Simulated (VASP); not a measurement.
Wanted: the native input for a VASP 6.6.1 run.

| Quantity | Value |
| --- | --- |
| Task | single point |
| Functional | PBE exchange alone |
| Potentials or basis | VASP PAW PBE potentials, release 64 (Sn_d, Se) |
| Cutoff | 520 eV |
| k mesh | 3 × 6 × 6 |
| Occupations | fermi-dirac, width 0.05 eV |
| Spin | no spin polarisation |
| Dipole correction | no |
| Further INCAR settings | ALGO = Normal; EDIFF = 1e-07; NBANDS = 50 |

The structure of SnSe lies in POSCAR:

```
SnSe
1.0
   11.4200000000      0.0000000000      0.0000000000
    0.0000000000      4.1900000000      0.0000000000
    0.0000000000      0.0000000000      4.4600000000
Sn Se
4 4
Direct
    0.8770000000      0.7500000000      0.9090000000
    0.6230000000      0.2500000000      0.4090000000
    0.3770000000      0.7500000000      0.5910000000
    0.1230000000      0.2500000000      0.0910000000
    0.6430000000      0.7500000000      0.9840000000
    0.8570000000      0.2500000000      0.4840000000
    0.1430000000      0.7500000000      0.5160000000
    0.3570000000      0.2500000000      0.0160000000
```

One way to write it, as run:

INCAR

```
SYSTEM = SnSe
AGGAC    = 0.0          
ALDAC    = 0.0          
ALGO     = Normal         ! electronic algorithm
EDIFF    = 1E-7           ! SCF threshold, eV
ENCUT    = 520            ! plane-wave cutoff, eV
GGA      = PE             ! functional
ISIF     = 2              ! what is computed and relaxed
ISMEAR   = -1             ! smearing method
LASPH    = .TRUE.         ! aspherical terms in the spheres
LCHARG   = .FALSE.        ! write CHGCAR
LREAL    = .FALSE.        ! projectors in reciprocal space
LWAVE    = .FALSE.        ! write WAVECAR
NBANDS   = 50             ! bands
NELM     = 60             ! most SCF steps
PREC     = Accurate       ! precision mode
SIGMA    = 0.05           ! smearing width, eV
```

KPOINTS

```
k-points
0
G
  3 6 6
  0 0 0
```

Potentials or basis: VASP PAW PBE potentials, release 64 (Sn_d, Se).

Run with:

```bash
$ cat potpaw_PBE.64/Sn_d/POTCAR potpaw_PBE.64/Se/POTCAR > POTCAR
$ mpirun -np 1 vasp_std > vasp.out
```

It gave:

* Pressure: 12.4 GPa
* Largest force: 0.601 eV/Å
* Band gap on the k mesh: 0.67 eV (least direct gap 0.84 eV)

Caveat: the cell stands under pressure; semilocal functionals underestimate gaps, and a narrow one can read as zero; spin-orbit coupling is left out, which moves the levels of the heavy elements.

Run time: 4.7 min on 1 thread of Intel(R) Xeon(R) 6975P-C (Granite Rapids), with other jobs on the host, peak memory 0.47 GiB.
